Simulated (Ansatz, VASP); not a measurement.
Se in VASP and in Ansatz

```
CELL_PARAMETERS angstrom
4.35160 0.00000 0.00000
-2.17580 3.76859 0.00000
0.00000 0.00000 4.93703
ATOMIC_POSITIONS crystal
Se 0.22540 0.00000 0.33333
Se 0.00000 0.22540 0.66667
Se 0.77460 0.77460 0.00000
```

Change from the starting cell: volume scaled by 0.99, PAW files.

Alike in both runs: task electric field gradients; functional PBEsol; k mesh 6 × 6 × 5; occupations fermi-dirac, width 0.03 eV; no spin polarisation.

|  | VASP | Ansatz |
| --- | --- | --- |
| version | VASP 6.6.1 | Ansatz 0.2.0 |
| potentials or method | VASP PAW PBE potentials, release 64 (Se) | PAW with Ansatz's default frozen-core files, scalar-relativistic |
| plane-wave cutoff (eV) | 520 | 420 |
| valence electrons in the cell | 18 | 48 |

|  | VASP | Ansatz | Ansatz less VASP |
| --- | --- | --- | --- |
| gap on the k mesh at the Fermi level (eV) | 1.23 | 1.23 | +0.002 |
| pressure (GPa) | 1.0 | 0.8 | -0.20 |
| traceless stress, the component that is largest in VASP (GPa) | 1.26 | 1.18 | -0.075 |
| rms of the force components (eV/Å) | 0.253 | 0.226 | -0.0276 |
| size of Vzz on the site where it differs most (V/Å²) | 486.7 | 505.0 | +18.31 |

VASP's potentials were made for PBE, not for PBEsol. Atom by atom the forces differ by 0.028 eV/Å (rms over components). The functional is the same, so the differences come from potentials, cutoffs and numerics. VASP's potentials hold 18 valence electrons a cell and Ansatz's 48, so a difference there can come from the potentials and not from the codes.
